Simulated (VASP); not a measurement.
# NdZrS2 (P-6m2) in VASP: further runs

NdZrS2 is run at these levels: PBE; tasks: relaxation of shape and atoms at fixed volume, relaxation of cell and atoms.

Everything below comes from runs of VASP 6.6.1. Logs are shortened: lines on timing, memory, paths and dates and some standing lists are left out, and cuts for length are marked.

## (1) The cell of the first run

Symmetry: P-6m2, No. 187, hexagonal system. Conventional cell: a = 3.547 Å, b = 3.547 Å, c = 7.183 Å, α = 90.00°, β = 90.00°, γ = 120.00°. Nd (site symmetry -6m2) has 6 S at 2.85 Å and 6 Nd at 3.55 Å and 2 Zr at 3.59 Å within 3.8 Å. Within 3.4 Å of Zr (site symmetry -6m2) lie 6 S at 2.60 Å. S (site symmetry 3m) has 3 Zr at 2.60 Å and 3 Nd at 2.85 Å and 1 S at 3.21 Å within 3.4 Å.

## (2) Relaxation of shape and atoms at fixed volume, PBE (19.56 Å³/atom)

Input file INCAR:

```
PREC     = Accurate       # precision mode
ENCUT    = 600            # plane-wave cutoff, eV
EDIFF    = 1E-6           # SCF threshold, eV
ISMEAR   = 0              # smearing method
SIGMA    = 0.1            # smearing width, eV
LREAL    = F              # projectors in reciprocal space
LASPH    = T              # aspherical terms in the spheres
NELM     = 80             # most SCF steps
ALGO     = Normal         # electronic algorithm
ISIF     = 4              # what is computed and relaxed
LWAVE    = F              # write WAVECAR
LCHARG   = F              # write CHGCAR
GGA      = PE             # functional
IBRION   = 2              # ionic algorithm
NSW      = 50             # ionic steps
EDIFFG   = -0.01          # ionic threshold
```

Input file KPOINTS:

```
regular mesh
0
Gamma
  12 12 6
```

Input file POSCAR:

```
NdZrS2
1.0
    3.5465386729      0.0000000000      0.0000000000
   -1.7732693364      3.0713925862      0.0000000000
    0.0000000000      0.0000000000      7.1828355627
Nd Zr S
1 1 2
Direct
    0.6666666667      0.3333333333      0.5000000000
    0.6666666667      0.3333333333      0.0000000000
    0.3333333333      0.6666666667      0.2237334811
    0.3333333333      0.6666666667      0.7762665189
```

Potentials or basis: VASP PAW PBE potentials, release 64 (Nd, Zr_sv, S).

Command:

```
$ cat potpaw_PBE.64/Nd/POTCAR potpaw_PBE.64/Zr_sv/POTCAR potpaw_PBE.64/S/POTCAR > POTCAR
$ mpirun -np 1 vasp_std > vasp.out
```

OUTCAR:

```text
PREC = Accurate
   ENCUT = 600
   EDIFF = 1E-6
   ISMEAR = 0
   LREAL = F
   LASPH = T
   NELM = 80
   ISIF = 4
   GGA = PE
   IBRION = 2
   NSW = 50
   EDIFFG = -0.01

 ion  position               nearest neighbor table
   1  0.667  0.333  0.500-   3 2.85   4 2.85   3 2.85   4 2.85   3 2.85   4 2.85   2 3.59   2 3.59

   2  0.667  0.333  0.000-   3 2.60   4 2.60   3 2.60   4 2.60   3 2.60   4 2.60   1 3.59   1 3.59

   3  0.333  0.667  0.224-   2 2.60   2 2.60   2 2.60   1 2.85   1 2.85   1 2.85
   4  0.333  0.667  0.776-   2 2.60   2 2.60   2 2.60   1 2.85   1 2.85   1 2.85

  LATTYP: Found a hexagonal cell.
 ALAT       =     3.5465386729
 C/A-ratio  =     2.0253086813

  Lattice vectors:

 A1 = (   3.5465386729,   0.0000000000,   0.0000000000)
 A2 = (  -1.7732693364,   3.0713925862,   0.0000000000)
 A3 = (   0.0000000000,   0.0000000000,   7.1828355627)

Analysis of symmetry for initial positions (statically):
=====================================================================
 Subroutine PRICEL returns:
 Original cell was already a primitive cell.

 Routine SETGRP: Setting up the symmetry group for a
 hexagonal supercell.

 Subroutine GETGRP returns: Found 12 space group operations
 (whereof 12 operations were pure point group operations)
 out of a pool of 24 trial point group operations.

The static configuration has the point symmetry D_3h.

Analysis of symmetry for dynamics (positions and initial velocities):
=====================================================================
 Subroutine PRICEL returns:
 Original cell was already a primitive cell.

 Routine SETGRP: Setting up the symmetry group for a
 hexagonal supercell.

 Subroutine GETGRP returns: Found 12 space group operations
 (whereof 12 operations were pure point group operations)
 out of a pool of 24 trial point group operations.

The dynamic configuration has the point symmetry D_3h.

 Subroutine INISYM returns: Found 12 space group operations
 (whereof 12 operations are pure point group operations),
 and found     1 'primitive' translations

----------------------------------------------------------------------------------------

                                     Primitive cell

  volume of cell :      78.2413

  direct lattice vectors                    reciprocal lattice vectors
     3.546538673  0.000000000  0.000000000     0.281965063  0.162792605  0.000000000
    -1.773269336  3.071392586  0.000000000     0.000000000  0.325585210  0.000000000
     0.000000000  0.000000000  7.182835563     0.000000000  0.000000000  0.139220784

  length of vectors
     3.546538673  3.546538673  7.182835563     0.325585210  0.325585210  0.139220784

  position of ions in fractional coordinates (direct lattice)
     0.666666667  0.333333333  0.500000000
     0.666666667  0.333333333  0.000000000
     0.333333333  0.666666667  0.223733481
     0.333333333  0.666666667  0.776266519

  ion indices of the primitive-cell ions
   primitive index   ion index
                 1           1
                 2           2
                 3           3
                 4           4

----------------------------------------------------------------------------------------

 KPOINTS: regular mesh

Automatic generation of k-mesh.
 Grid dimensions read from file:
 generate k-points for:   12   12    6

 Generating k-lattice:

  Cartesian coordinates                     Fractional coordinates (reciprocal lattice)
     0.023497089  0.013566050  0.000000000     0.083333333  0.000000000  0.000000000
     0.000000000  0.027132101  0.000000000     0.000000000  0.083333333  0.000000000
     0.000000000  0.000000000  0.023203464     0.000000000  0.000000000  0.166666667

  Length of vectors
     0.027132101  0.027132101  0.023203464

  Shift w.r.t. Gamma in fractional coordinates (k-lattice)
     0.000000000  0.000000000  0.000000000

 Subroutine IBZKPT returns following result:
 ===========================================

 Found     76 irreducible k-points:

 Following reciprocal coordinates:
            Coordinates               Weight
  0.000000  0.000000  0.000000      1.000000
  0.083333 -0.000000  0.000000      6.000000
  0.166667 -0.000000  0.000000      6.000000
  0.250000 -0.000000  0.000000      6.000000
  0.333333 -0.000000  0.000000      6.000000
  0.416667  0.000000  0.000000      6.000000
[... 16 lines left out ...]
  0.250000 -0.000000  0.166667     12.000000
  0.333333 -0.000000  0.166667     12.000000
 [... further k-points ...]
   k-points           NKPTS =     76   k-points in BZ     NKDIM =     76   number of bands    NBANDS=     23
   number of dos      NEDOS =    301   number of ions     NIONS =      4
   total plane-waves  NPLWV =  47040
   dimension x,y,z NGX =    28 NGY =   28 NGZ =   60
   dimension x,y,z NGXF=    56 NGYF=   56 NGZF=  120
   ions per type =               1   1   2
   NGX,Y,Z   is equivalent  to a cutoff of  13.13, 13.13, 13.89 a.u.
   NGXF,Y,Z  is equivalent  to a cutoff of  26.25, 26.25, 27.77 a.u.
 SYSTEM =  unknown system
   PREC   = accura    normal or accurate (medium, high low for compatibility)
   ISTART =      0    job   : 0-new  1-cont  2-samecut
   ICHARG =      2    charge: 1-file 2-atom 10-const
   ISPIN  =      1    spin polarized calculation?
   LNONCOLLINEAR =      F non collinear calculations
   LSORBIT =      F    spin-orbit coupling
   LASPH  =      T    aspherical Exc in radial PAW
   ENCUT  =  600.0 eV  44.10 Ry    6.64 a.u.   7.08  7.08 14.35*2*pi/ulx,y,z
   NELM   =     80;   NELMIN=  2; NELMDL= -5     # of ELM steps
   EDIFF  = 0.1E-05   stopping-criterion for ELM
   LREAL  =      F    real-space projection
   EDIFFG = -.1E-01   stopping-criterion for IOM
   NSW    =     50    number of steps for IOM
   IBRION =      2    ionic relax: 0-MD 1-quasi-New 2-CG
   NFREE  =      1    steps in history (QN), initial steepest desc. (CG)
   ISIF   =      4    stress and relaxation
   ISYM   =      2    0-nonsym 1-usesym 2-fastsym
   POTIM  = 0.5000    time-step for ionic-motion
   TEBEG  =    0.0;   TEEND  =   0.0 temperature during run
   PSTRESS=    0.0 pullay stress
   NELECT =      38.0000    total number of electrons
   NUPDOWN=      -1.0000    fix difference up-down
   EMIN   =  10.00;   EMAX   =-10.00  energy-range for DOS
   EFERMI =   0.00;   METHOD = LEGACY
   ISMEAR =     0;   SIGMA  =   0.10  broadening in eV -4-tet -1-fermi 0-gaus
   EFERMI_NEDOS =   21; number of points for ismear=-14 and -15
   IALGO  =     38    algorithm
   IMIX   =      4    mixing-type and parameters
     AMIX     =   0.40;   BMIX     =  1.00
     AMIX_MAG =   1.60;   BMIX_MAG =  1.00
  volume/ion in A,a.u.               =      19.56       132.00
  Fermi-wavevector in a.u.,A,eV,Ry     =   1.286838  2.431772 22.530613  1.655953
  Thomas-Fermi vector in A             =   2.418889
   LORBIT       =      0    0 simple, 1 ext, 2 COOP (PROOUT), +10 PAW based schemes
   GGA     = PE    functional components
   LHFCALC =     F    Hartree Fock is set to
   AEXX    =    0.0000 exact exchange contribution
   IVDW    =     0    specifies the selected vdW correction
   LEPSILON=     F    determine dielectric tensor
   LRPA    =     F    only Hartree local field effects (RPA)
 conjugate gradient relaxation of ions
 non-spin polarized calculation
 Gauss-broadening in eV      SIGMA  =   0.10
  energy-cutoff  :      600.00
  volume of cell :       78.24
 maximum number of plane-waves:      2637
   NGX = 15   NGY = 15   NGZ = 29

--------------------------------------- Ionic step        1  -------------------------------------------

 number of electron      37.9999997 magnetization

 Free energy of the ion-electron system (eV)
  ---------------------------------------------------
  ext. energy  EPLUGINS =         0.00000000
  ---------------------------------------------------
  free energy    TOTEN  =       -28.31550235 eV

  energy without entropy =      -28.17355016  energy(sigma->0) =      -28.24452626

------------------------ aborting loop because EDIFF is reached ----------------------------------------

  FORCE on cell =-STRESS in cart. coord.  units (eV):
  Direction    XX          YY          ZZ          XY          YZ          ZX
  --------------------------------------------------------------------------------------
  -------------------------------------------------------------------------------------
  Total        1.0423069      1.0423069      2.4641122      0.0000000      0.0000000      0.0000000
  in kB       21.3437271     21.3437271     50.4585891      0.0000000      0.0000000      0.0000000
  external PRESSURE =      31.0486811 kB  Pullay stress =       0.0000000 kB
[... 61 lines left out ...]
  energy  without entropy=      -28.1928999168  energy(sigma->0) =      -28.26216710

--------------------------------------- Ionic step        3  -------------------------------------------

 number of electron      38.0000001 magnetization

 Free energy of the ion-electron system (eV)
  ---------------------------------------------------
  ext. energy  EPLUGINS =         0.00000000
  ---------------------------------------------------
  free energy    TOTEN  =       -28.33245431 eV

  energy without entropy =      -28.19488342  energy(sigma->0) =      -28.26366887

 E-fermi :   8.4727     XC(G=0): -11.1601

 val. band max:        8.4713262358   @ k =   0.4167   0.0000   0.0000
 cond. band min:       8.4739163853   @ k =   0.2500  -0.0000   0.3333
 fundamental gap:      0.0025901494
 Fermi energy:         8.4726794097

 k-point     1 :       0.0000    0.0000    0.0000
  band No.  band energies     occupation
      1     -40.7319      2.00000
      2     -28.5487      2.00000
      3     -18.9036      2.00000
      4     -18.6443      2.00000
      5     -18.6443      2.00000
      6     -10.3965      2.00000
[... 613 lines left out ...]
     22       8.6785      0.00360
     23       8.7768      0.00002

 [... further k-points ...]
[... 5 lines left out ...]
  --------------------------------------------------------------------------------------
  -------------------------------------------------------------------------------------
  Total        1.3220500      1.3220500      1.2964384      0.0000000      0.0000000     -0.0000000
  in kB       27.0721345     27.0721345     26.5476764      0.0000000      0.0000000     -0.0000000
  external PRESSURE =      26.8973152 kB  Pullay stress =       0.0000000 kB
[... 19 lines left out ...]
  FREE ENERGIE OF THE ION-ELECTRON SYSTEM (eV)
  ---------------------------------------------------
  free  energy   TOTEN  =       -28.3324543095 eV

  energy  without entropy=      -28.1948834247  energy(sigma->0) =      -28.26366887

 reached required accuracy - stopping structural energy minimisation
```

Run time: 15 min. Hardware: 1 thread of Oxide Virtual Turin-like, shared host; peak memory 0.33 GiB.

What came out:

| Item | Value |
| --- | --- |
| Free energy | -28.3325 eV |
| Energy gained by relaxing | 4.2 meV/atom |
| Ionic steps | 3 |
| Pressure after relaxing | 2.7 GPa |
| Largest force after relaxing | 0.009 eV/Å |
| Band gap on the k mesh | zero (bands 19 and 20 overlap by 0.13 eV) |

Forces on the atoms (eV/Å):
```
Nd   0.000  0.000  0.000
Zr   0.000  0.000  0.000
S    0.000  0.000  0.009
S    0.000  0.000 -0.009
```

The path:
| step | energy change (eV) | largest force (eV/Å) | pressure (GPa) | volume (Å³) |
| --- | --- | --- | --- | --- |
| 1 | 0.0000 | 0.3127 | 3.10 | 78.24 |
| 2 | -0.0159 | 0.0769 | 2.49 | 78.24 |
| 3 | -0.0170 | 0.0094 | 2.69 | 78.24 |

Final structure:
```
CELL_PARAMETERS angstrom
3.52007 0.00000 0.00000
-1.76003 3.04847 0.00000
0.00000 0.00000 7.29128
ATOMIC_POSITIONS crystal
Nd 0.66667 0.33333 0.50000
Zr 0.66667 0.33333 0.00000
S 0.33333 0.66667 0.22649
S 0.33333 0.66667 0.77351
```

Caveat: spin-orbit coupling is left out, which moves the levels of the heavy elements; the run has no spin polarisation, though such a crystal can be magnetic; semilocal functionals describe open f shells poorly, which spoils levels, moments and volumes. With open d or f shells a metallic result of PBE can be an artefact of self-interaction; +U or a hybrid may open a gap.

## (3) Relaxation of cell and atoms, PBE

This run uses another cell than the first one, of 20.77 Å³/atom.

Input file INCAR:

```
PREC = Accurate
ENCUT = 600
EDIFF = 1E-6
ISMEAR = 0
SIGMA = 0.1
LREAL = False
LASPH = True
NELM = 80
ALGO = Normal
ISIF = 3
LWAVE = False
LCHARG = False
GGA = PE
IBRION = 2
NSW = 100
EDIFFG = -0.01
```

Input file KPOINTS:

```
Automatic mesh
0
Gamma
  12 12 6
```

Input file POSCAR:

```
NdZrS2
1.0
    3.6323596311      0.0000000000      0.0000000000
   -1.8161798155      3.1457157162      0.0000000000
    0.0000000000      0.0000000000      7.2718395574
Nd Zr S
1 1 2
Direct
    0.6666666667      0.3333333333      0.5000000000
    0.6666666667      0.3333333333      0.0000000000
    0.3333333333      0.6666666667      0.2241752868
    0.3333333333      0.6666666667      0.7758247132
```

Potentials or basis: VASP PAW PBE potentials, release 64 (Nd, Zr_sv, S).

Command:

```
$ cat potpaw_PBE.64/Nd/POTCAR potpaw_PBE.64/Zr_sv/POTCAR potpaw_PBE.64/S/POTCAR > POTCAR
$ mpirun -np 1 vasp_std > vasp.out
```

Run time: 35 min. Hardware: 1 thread of Oxide Virtual Turin-like, shared host; peak memory 0.36 GiB.

The run converged. Its results:

```yaml
Free_energy: -28.3468 eV
Relaxed_volume: 20.03 Å³/atom
Relaxed_cell: a = 3.555 Å, b = 3.555 Å, c = 7.318 Å, α = 90.00°, β = 90.00°, γ = 120.00°
Space_group_after_relaxing_to_0.1_Å: P-6m2 (No. 187)
Energy_gained_by_relaxing: 9.1 meV/atom
Ionic_steps: 6
Pressure_after_relaxing: 0.0 GPa
Largest_force_after_relaxing: 0.007 eV/Å
Band_gap_on_the_k_mesh: zero (bands 19 and 20 overlap by 0.13 eV)
```

Forces in eV/Å, atoms in the order of the input:
```
Nd   0.000  0.000  0.000
Zr   0.000  0.000  0.000
S    0.000  0.000 -0.007
S    0.000  0.000  0.007
```

The path:
```tsv
step	energy change (eV)	largest force (eV/Å)	pressure (GPa)	volume (Å³)
1	0.0000	0.0929	-2.66	83.09
2	-0.0228	0.1797	2.00	79.00
3	-0.0284	0.1498	0.44	80.21
4	-0.0360	0.0273	0.07	80.14
5	-0.0364	0.0055	-0.17	80.12
6	-0.0364	0.0074	0.03	80.11
```

Final structure:
```xyz
4
Lattice="3.5554 0.0000 0.0000 -1.7777 3.0791 0.0000 0.0000 0.0000 7.3181" Properties=species:S:1:pos:R:3 pbc="T T T"
Nd    1.7777    1.0264    3.6591
Zr    1.7777    1.0264    0.0000
S     0.0000    2.0527    1.6537
S     0.0000    2.0527    5.6645
```

Levels at points of the mesh, in eV from the Fermi level:
```tsv
k point	band 17	band 18	band 19	band 20	band 21	band 22
(0.00, 0.00, 0.00)	-1.80	-0.27	0.10	0.10	0.11	0.11
(0.50, 0.00, 0.00)	-1.49	-0.03	0.00	0.03	0.15	0.23
(0.00, 0.00, 0.50)	-0.46	-0.27	0.03	0.03	0.21	0.21
(0.50, 0.00, 0.50)	-0.80	-0.18	0.00	0.03	0.06	0.25
```

Caveat: spin-orbit coupling is left out, which moves the levels of the heavy elements; the run has no spin polarisation, though such a crystal can be magnetic; semilocal functionals describe open f shells poorly, which spoils levels, moments and volumes. With open d or f shells a metallic result of PBE can be an artefact of self-interaction; +U or a hybrid may open a gap.
